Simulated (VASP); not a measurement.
# LiPr3N2 (I4/mmm) in VASP: notebook

The runs below take LiPr3N2 through single point, with PBE.

Program: VASP 6.6.1. These are calculated values, not measurements. Logs are shortened: lines on timing, memory, paths and dates and some standing lists are left out, and cuts for length are marked.

## Step 1: The cell of the first run

Symmetry: I4/mmm, No. 139, tetragonal system. The conventional cell has a = 4.921 Å, b = 4.921 Å, c = 12.026 Å, α = 90.00°, β = 90.00°, γ = 90.00°. Li (site symmetry 4/mmm) has 12 Pr at 3.48 to 3.88 Å and 10 N at 3.63 to 4.22 Å within 4.6 Å. Pr (site symmetry -4m2) has 4 N at 2.54 Å within 3.3 Å. Within 3.2 Å of Pr (site symmetry 4/mmm) lie 2 N at 2.39 Å. Within 3.2 Å of N (site symmetry 4mm) lie 5 Pr at 2.39 to 2.54 Å.

The cell was built from a structure type or drawn by symmetry, and may not be a known phase.

## Step 2: Single point, PBE

Input file INCAR:

```
SYSTEM = LiPr3N2
PREC = Accurate
ENCUT = 750
EDIFF = 1E-6
ISMEAR = 0
SIGMA = 0.1
LREAL = .False.
LASPH = .True.
NELM = 200
ALGO = Normal
ISIF = 2
LWAVE = .False.
LCHARG = .False.
GGA = PE
NBANDS = 32
GGA_COMPAT = .False.
LMAXMIX = 6
```

Input file KPOINTS:

```
Automatic mesh
0
Gamma
  6 6 6
  0 0 0
```

Input file POSCAR:

```
LiPr3N2
1.0
   -2.4602671574      2.4602671574      6.0129048212
    2.4602671574     -2.4602671574      6.0129048212
    2.4602671574      2.4602671574     -6.0129048212
Li Pr N
1 3 2
Direct
    0.0000000000      0.0000000000      0.0000000000
    0.7500000000      0.2500000000      0.5000000000
    0.2500000000      0.7500000000      0.5000000000
    0.5000000000      0.5000000000      0.0000000000
    0.6984585109      0.6984585109      0.0000000000
    0.3015414891      0.3015414891      0.0000000000
```

Potentials or basis: VASP PAW PBE potentials, release 64 (Li_sv, Pr_3, N), 4f in core.

Command:

```console
cat potpaw_PBE.64/Li_sv/POTCAR potpaw_PBE.64/Pr_3/POTCAR potpaw_PBE.64/N/POTCAR > POTCAR
mpirun -np 1 vasp_std > vasp.out
```

OUTCAR:

```text
SYSTEM = LiPr3N2
   PREC = Accurate
   ENCUT = 750
   EDIFF = 1E-6
   ISMEAR = 0
   LREAL = .False.
   LASPH = .True.
   NELM = 200
   ISIF = 2
   GGA = PE

 ion  position               nearest neighbor table
   1  0.000  0.000  0.000-
   2  0.750  0.250  0.500-   6 2.54   5 2.54   6 2.54   5 2.54   3 3.48   3 3.48   3 3.48   3 3.48
                             4 3.88   4 3.88   4 3.88   4 3.88
   3  0.250  0.750  0.500-   6 2.54   5 2.54   6 2.54   5 2.54   2 3.48   2 3.48   2 3.48   2 3.48
                             4 3.88   4 3.88   4 3.88   4 3.88
   4  0.500  0.500  0.000-   5 2.39   6 2.39   3 3.88   2 3.88   3 3.88   2 3.88   2 3.88   3 3.88
                             2 3.88   3 3.88
   5  0.698  0.698  0.000-   4 2.39   2 2.54   3 2.54   2 2.54   3 2.54
   6  0.302  0.302  0.000-   4 2.39   3 2.54   2 2.54   3 2.54   2 2.54

  LATTYP: Found a body centered tetragonal cell.
 ALAT       =     4.9205343148
 C/A-ratio  =     2.4440048322

  Lattice vectors:

 A1 = (  -2.4602671574,   2.4602671574,   6.0129048212)
 A2 = (   2.4602671574,  -2.4602671574,   6.0129048212)
 A3 = (   2.4602671574,   2.4602671574,  -6.0129048212)

Analysis of symmetry for initial positions (statically):
=====================================================================
 Subroutine PRICEL returns:
 Original cell was already a primitive cell.

 Routine SETGRP: Setting up the symmetry group for a
 body centered tetragonal supercell.

 Subroutine GETGRP returns: Found 16 space group operations
 (whereof 16 operations were pure point group operations)
 out of a pool of 16 trial point group operations.

The static configuration has the point symmetry D_4h.

Analysis of symmetry for dynamics (positions and initial velocities):
=====================================================================
 Subroutine PRICEL returns:
 Original cell was already a primitive cell.

 Routine SETGRP: Setting up the symmetry group for a
 body centered tetragonal supercell.

 Subroutine GETGRP returns: Found 16 space group operations
 (whereof 16 operations were pure point group operations)
 out of a pool of 16 trial point group operations.

The dynamic configuration has the point symmetry D_4h.

 Subroutine INISYM returns: Found 16 space group operations
 (whereof 16 operations are pure point group operations),
 and found     1 'primitive' translations

----------------------------------------------------------------------------------------

                                     Primitive cell

  volume of cell :     145.5824

  direct lattice vectors                    reciprocal lattice vectors
    -2.460267157  2.460267157  6.012904821     0.000000000  0.203229962  0.083154484
     2.460267157 -2.460267157  6.012904821     0.203229962  0.000000000  0.083154484
     2.460267157  2.460267157 -6.012904821     0.203229962  0.203229962  0.000000000

  length of vectors
     6.947003193  6.947003193  6.947003193     0.219583892  0.219583892  0.287410568

  position of ions in fractional coordinates (direct lattice)
     0.000000000  0.000000000  0.000000000
     0.750000000  0.250000000  0.500000000
     0.250000000  0.750000000  0.500000000
     0.500000000  0.500000000  0.000000000
     0.698458511  0.698458511  0.000000000
     0.301541489  0.301541489  0.000000000

  ion indices of the primitive-cell ions
   primitive index   ion index
                 1           1
                 2           2
                 3           3
                 4           4
                 5           5
                 6           6

----------------------------------------------------------------------------------------

 KPOINTS: Automatic mesh

Automatic generation of k-mesh.
 Grid dimensions read from file:
 generate k-points for:    6    6    6

 Generating k-lattice:

  Cartesian coordinates                     Fractional coordinates (reciprocal lattice)
     0.000000000  0.033871660  0.013859081     0.166666667 -0.000000000  0.000000000
     0.033871660  0.000000000  0.013859081    -0.000000000  0.166666667  0.000000000
     0.033871660  0.033871660  0.000000000     0.000000000  0.000000000  0.166666667

  Length of vectors
     0.036597315  0.036597315  0.047901761

  Shift w.r.t. Gamma in fractional coordinates (k-lattice)
     0.000000000  0.000000000  0.000000000

 Subroutine IBZKPT returns following result:
 ===========================================

 Found     30 irreducible k-points:

 Following reciprocal coordinates:
            Coordinates               Weight
  0.000000  0.000000  0.000000      1.000000
  0.166667 -0.000000  0.000000      8.000000
  0.333333 -0.000000  0.000000      8.000000
  0.500000 -0.000000  0.000000      4.000000
  0.166667  0.166667  0.000000      8.000000
  0.333333  0.166667  0.000000     16.000000
[... 16 lines left out ...]
 -0.333333 -0.333333  0.166667      8.000000
 -0.166667 -0.333333  0.166667      8.000000
 [... further k-points ...]
   k-points           NKPTS =     30   k-points in BZ     NKDIM =     30   number of bands    NBANDS=     32
   number of dos      NEDOS =    301   number of ions     NIONS =      6
   total plane-waves  NPLWV = 262144
   dimension x,y,z NGX =    64 NGY =   64 NGZ =   64
   dimension x,y,z NGXF=   128 NGYF=  128 NGZF=  128
   ions per type =               1   3   2
   NGX,Y,Z   is equivalent  to a cutoff of  15.32, 15.32, 15.32 a.u.
   NGXF,Y,Z  is equivalent  to a cutoff of  30.63, 30.63, 30.63 a.u.
 SYSTEM =  LiPr3N2
   PREC   = accura    normal or accurate (medium, high low for compatibility)
   ISTART =      0    job   : 0-new  1-cont  2-samecut
   ICHARG =      2    charge: 1-file 2-atom 10-const
   ISPIN  =      1    spin polarized calculation?
   LNONCOLLINEAR =      F non collinear calculations
   LSORBIT =      F    spin-orbit coupling
   LASPH  =      T    aspherical Exc in radial PAW
   ENCUT  =  750.0 eV  55.12 Ry    7.42 a.u.  15.51 15.51 15.51*2*pi/ulx,y,z
   NELM   =    200;   NELMIN=  2; NELMDL= -5     # of ELM steps
   EDIFF  = 0.1E-05   stopping-criterion for ELM
   LREAL  =      F    real-space projection
   EDIFFG = 0.1E-04   stopping-criterion for IOM
   NSW    =      0    number of steps for IOM
   IBRION =     -1    ionic relax: 0-MD 1-quasi-New 2-CG
   NFREE  =      0    steps in history (QN), initial steepest desc. (CG)
   ISIF   =      2    stress and relaxation
   ISYM   =      2    0-nonsym 1-usesym 2-fastsym
   POTIM  = 0.5000    time-step for ionic-motion
   TEBEG  =    0.0;   TEEND  =   0.0 temperature during run
   PSTRESS=    0.0 pullay stress
   NELECT =      46.0000    total number of electrons
   NUPDOWN=      -1.0000    fix difference up-down
   EMIN   =  10.00;   EMAX   =-10.00  energy-range for DOS
   EFERMI =   0.00;   METHOD = LEGACY
   ISMEAR =     0;   SIGMA  =   0.10  broadening in eV -4-tet -1-fermi 0-gaus
   EFERMI_NEDOS =   21; number of points for ismear=-14 and -15
   IALGO  =     38    algorithm
   IMIX   =      4    mixing-type and parameters
     AMIX     =   0.40;   BMIX     =  1.00
     AMIX_MAG =   1.60;   BMIX_MAG =  1.00
  volume/ion in A,a.u.               =      24.26       163.74
  Fermi-wavevector in a.u.,A,eV,Ry     =   1.115042  2.107124 16.916372  1.243318
  Thomas-Fermi vector in A             =   2.251643
   LORBIT       =      0    0 simple, 1 ext, 2 COOP (PROOUT), +10 PAW based schemes
   GGA     = PE    functional components
   LHFCALC =     F    Hartree Fock is set to
   AEXX    =    0.0000 exact exchange contribution
   IVDW    =     0    specifies the selected vdW correction
   LEPSILON=     F    determine dielectric tensor
   LRPA    =     F    only Hartree local field effects (RPA)
 non-spin polarized calculation
 Gauss-broadening in eV      SIGMA  =   0.10
  energy-cutoff  :      750.00
  volume of cell :      145.58
 maximum number of plane-waves:      6810
 NGX is ok and might be reduce to    64
   NGX = 31   NGY = 31   NGZ = 31

 number of electron      46.0000000 magnetization

 Free energy of the ion-electron system (eV)
  ---------------------------------------------------
  ext. energy  EPLUGINS =         0.00000000
  ---------------------------------------------------
  free energy    TOTEN  =       -37.06077435 eV

  energy without entropy =      -37.04452530  energy(sigma->0) =      -37.05264983

 E-fermi :   3.0506     XC(G=0):  -9.2454

 val. band max:        3.0113788329   @ k =  -0.1667  -0.3333   0.1667
 cond. band min:       3.0685079479   @ k =   0.5000   0.5000   0.5000
 fundamental gap:      0.0571291149
 Fermi energy:         3.0506334709

 k-point     1 :       0.0000    0.0000    0.0000
  band No.  band energies     occupation
      1     -43.5343      2.00000
      2     -33.1228      2.00000
      3     -33.0178      2.00000
      4     -32.8382      2.00000
      5     -15.7276      2.00000
      6     -15.4504      2.00000
[... 24 lines left out ...]
     31       6.3833      0.00000
     32       7.0412      0.00000

 k-point     2 :       0.1667   -0.0000    0.0000
  band No.  band energies     occupation
      1     -43.5343      2.00000
      2     -33.1170      2.00000
      3     -33.0097      2.00000
      4     -32.8514      2.00000
      5     -15.7655      2.00000
      6     -15.3996      2.00000
[... 24 lines left out ...]
     31       6.8928      0.00000
     32       6.9332      0.00000
[... 733 lines left out ...]
     31       6.6427      0.00000
     32       6.7584      0.00000

 k-point    24 :      -0.1667   -0.3333    0.1667
  band No.  band energies     occupation
      1     -43.5343      2.00000
      2     -33.1103      2.00000
      3     -33.0167      2.00000
      4     -32.8514      2.00000
      5     -15.6733      2.00000
      6     -15.4267      2.00000
[... 24 lines left out ...]
     31       6.7347      0.00000
     32       6.9693      0.00000

 [... further k-points ...]

------------------------ aborting loop because EDIFF is reached ----------------------------------------

  FORCE on cell =-STRESS in cart. coord.  units (eV):
  Direction    XX          YY          ZZ          XY          YZ          ZX
  --------------------------------------------------------------------------------------
  -------------------------------------------------------------------------------------
  Total       -0.0414486     -0.0414486     -0.1636949      0.0000000      0.0000000      0.0000000
  in kB       -0.4561546     -0.4561546     -1.8015108      0.0000000      0.0000000      0.0000000
  external PRESSURE =      -0.9046067 kB  Pullay stress =       0.0000000 kB

 VOLUME and BASIS-vectors are now :
 -----------------------------------------------------------------------------
  energy-cutoff  :      750.00
  volume of cell :      145.58
      direct lattice vectors                 reciprocal lattice vectors
    -2.460267157  2.460267157  6.012904821     0.000000000  0.203229962  0.083154484
     2.460267157 -2.460267157  6.012904821     0.203229962  0.000000000  0.083154484
     2.460267157  2.460267157 -6.012904821     0.203229962  0.203229962  0.000000000

 POSITION                                       TOTAL-FORCE (eV/Angst)
 -----------------------------------------------------------------------------------
      0.00000      0.00000      0.00000         0.000000      0.000000      0.000000
      0.00000      2.46027      3.00645         0.000000      0.000000     -0.000000
      2.46027      0.00000      3.00645         0.000000      0.000000      0.000000
      0.00000      0.00000      6.01290         0.000000      0.000000      0.000000
      0.00000      0.00000      8.39953        -0.000000     -0.000000     -0.016257
      0.00000      0.00000      3.62628        -0.000000     -0.000000      0.016257
 -----------------------------------------------------------------------------------
    total drift:                                0.000000      0.000000     -0.000000

  FREE ENERGIE OF THE ION-ELECTRON SYSTEM (eV)
  ---------------------------------------------------
  free  energy   TOTEN  =       -37.0607743539 eV

  energy  without entropy=      -37.0445253047  energy(sigma->0) =      -37.05264983
```

It took 4.2 min on 1 thread of Intel Xeon 6975P-C (Granite Rapids), shared host; peak memory 0.66 GiB.

What came out:

```yaml
Free_energy: -37.0608 eV
Pressure: -0.1 GPa
Largest_force: 0.016 eV/Å
Band_gap_on_the_k_mesh: zero (bands 23 and 24 overlap by 0.32 eV)
```

Forces in eV/Å, atoms in the order of the input:
```
Li   0.000  0.000  0.000
Pr   0.000  0.000  0.000
Pr   0.000  0.000  0.000
Pr   0.000  0.000  0.000
N    0.000  0.000 -0.016
N    0.000  0.000  0.016
```

Caveat: spin-orbit coupling is left out, which moves the levels of the heavy elements; the 4f electrons are frozen in the core, so they carry no moment and show no levels; the run has no spin polarisation, though such a crystal can be magnetic. Spin polarisation is off, so any magnetic state and its effect on volume and gap are missing.

## Step 3: Single point, PBE

This run uses another cell than the first one, of 27.98 Å³/atom.

Input file INCAR:

```
PREC = Accurate
ENCUT = 750
EDIFF = 1E-6
ISMEAR = 0
SIGMA = 0.2
LREAL = F
LASPH = T
NELM = 200
ALGO = Normal
ISIF = 2
LWAVE = F
LCHARG = F
GGA = PE
NBANDS = 32
GGA_COMPAT = F
LMAXMIX = 6
```

Input file KPOINTS:

```
Automatic mesh
0
Gamma
  5 5 5
```

Input file POSCAR:

```
LiPr3N2
1.0
   -2.2238451935      2.2238451935      8.4876691068
    2.2238451935     -2.2238451935      8.4876691068
    2.2238451935      2.2238451935     -8.4876691068
Li Pr N
1 3 2
Direct
    0.0000000000      0.0000000000      0.0000000000
    0.1971862290      0.1971862290      0.0000000000
    0.8028137710      0.8028137710      0.0000000000
    0.5000000000      0.5000000000      0.0000000000
    0.7500000000      0.2500000000      0.5000000000
    0.2500000000      0.7500000000      0.5000000000
```

Potentials or basis: VASP PAW PBE potentials, release 64 (Li_sv, Pr_3, N), 4f in core.

Command:

```console
cat potpaw_PBE.64/Li_sv/POTCAR potpaw_PBE.64/Pr_3/POTCAR potpaw_PBE.64/N/POTCAR > POTCAR
mpirun -np 1 vasp_std > vasp.out
```

It took 9.9 min on 1 thread of Intel Xeon 6975P-C (Granite Rapids), shared host; peak memory 1.1 GiB.

The run converged. Its results:

| Item | Value |
| --- | --- |
| Free energy | -34.7089 eV |
| Pressure | -0.1 GPa |
| Largest force | 0.021 eV/Å |
| Band gap on the k mesh | zero (bands 23 and 24 overlap by 0.38 eV) |

Forces on the atoms (eV/Å):
```
Li   0.000  0.000  0.000
Pr   0.000  0.000  0.021
Pr   0.000  0.000 -0.021
Pr   0.000  0.000  0.000
N    0.000  0.000  0.000
N    0.000  0.000  0.000
```

Stress tensor (GPa, compression positive):
```
-0.20  0.00  0.00
 0.00 -0.20  0.00
 0.00  0.00  0.02
```

Levels at points of the mesh, in eV from the Fermi level:
```
           k point  band 19  band 20  band 21  band 22  band 23  band 24  band 25  band 26  band 27  band 28
(0.00, 0.00, 0.00)    -1.52    -1.52    -0.42    -0.42    -0.05     0.31     0.48     1.64     1.64     2.09
```

Caveat: spin-orbit coupling is left out, which moves the levels of the heavy elements; the 4f electrons are frozen in the core, so they carry no moment and show no levels; the run has no spin polarisation, though such a crystal can be magnetic.
